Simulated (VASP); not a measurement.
A run of VASP 6.6.1:

The input POSCAR:

```
CdSe
1.0
    4.3407236668      0.0000000000      0.0000000000
   -2.1703618334      3.7591769662      0.0000000000
    0.0000000000      0.0000000000      7.0766459765
Cd Se
2 2
Direct
    0.3333333333      0.6666666667     -0.0004760038
    0.6666666667      0.3333333333      0.4995239962
    0.3333333333      0.6666666667      0.3754760038
    0.6666666667      0.3333333333      0.8754760038
```

The input INCAR.step1:

```
SYSTEM = CdSe
PREC     = Accurate       ! precision mode
ENCUT    = 520            ! plane-wave cutoff, eV
EDIFF    = 1E-5           ! SCF threshold, eV
ISMEAR   = 0              ! smearing method
SIGMA    = 0.01           ! smearing width, eV
LREAL    = .FALSE.        ! projectors in reciprocal space
LASPH    = .TRUE.         ! aspherical terms in the spheres
NELM     = 100            ! most SCF steps
ALGO     = Normal         ! electronic algorithm
ISIF     = 2              ! what is computed and relaxed
LWAVE    = .TRUE.         ! write WAVECAR
LCHARG   = .FALSE.        ! write CHGCAR
GGA      = PE             ! functional
NBANDS   = 26             ! bands
```

INCAR.step2

```
SYSTEM = CdSe
PREC     = Accurate       ! precision mode
ENCUT    = 520            ! plane-wave cutoff, eV
EDIFF    = 1E-7           ! SCF threshold, eV
ISMEAR   = 0              ! smearing method
SIGMA    = 0.01           ! smearing width, eV
LREAL    = .FALSE.        ! projectors in reciprocal space
LASPH    = .TRUE.         ! aspherical terms in the spheres
NELM     = 100            ! most SCF steps
ALGO     = Normal         ! electronic algorithm
ISIF     = 2              ! what is computed and relaxed
LWAVE    = .FALSE.        ! write WAVECAR
LCHARG   = .FALSE.        ! write CHGCAR
GGA      = PE             ! functional
LHFCALC  = .TRUE.         ! exact exchange
HFSCREEN = 0.2079         ! screening, 1/A
PRECFOCK = Normal       
ISTART   = 1            
NBANDS   = 26             ! bands
```

File KPOINTS:

```
regular mesh
0
G
  6 6 2
  0 0 0
```

Potentials or basis: VASP PAW PBE potentials, release 64 (Cd, Se).

Run with:

```bash
$ cat potpaw_PBE.64/Cd/POTCAR potpaw_PBE.64/Se/POTCAR > POTCAR
$ cp INCAR.step1 INCAR
$ mpirun -np 1 vasp_std > vasp.out
$ cp INCAR.step2 INCAR
$ mpirun -np 1 vasp_std > vasp.out
```

Hardware: 1 thread of Intel(R) Xeon(R) 6975P-C (Granite Rapids), with other jobs on the host.

Question: How long does it take, and how much memory?

Answer: Run time: 57 min on 1 thread of Intel(R) Xeon(R) 6975P-C (Granite Rapids), on a shared host, peak memory 0.4 GiB. Counts: k points 14.
